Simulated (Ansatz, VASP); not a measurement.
Nb: VASP beside Ansatz

```
CELL_PARAMETERS angstrom
-1.65556 1.65556 1.65556
1.65556 -1.65556 1.65556
1.65556 1.65556 -1.65556
ATOMIC_POSITIONS crystal
Nb 0.00000 0.00000 0.00000
```

Alike in both runs: functional PBE; k mesh 18 × 18 × 18; occupations gaussian, width 0.1 eV; no spin polarisation.

Ansatz relaxed the structure, and its values are those at the end. VASP's run is a single point on that final structure, the one shown.

```csv
,VASP,Ansatz
version,VASP 6.6.1,Ansatz 0.2.0
potentials or method,"VASP PAW PBE potentials, release 64 (Nb_sv), cutoff 520 eV","scalar-relativistic, plane waves, PAW"
valence electrons in the cell,13,13
```

```tsv
	VASP	Ansatz	Ansatz less VASP
gap on the k mesh at the Fermi level (eV)	none	none	-
pressure (GPa)	-0.3	0.0	+0.32
```

A gap of «none» marks a metal or a gap that the smearing closes. The functional is the same, so the differences come from potentials, cutoffs and numerics.
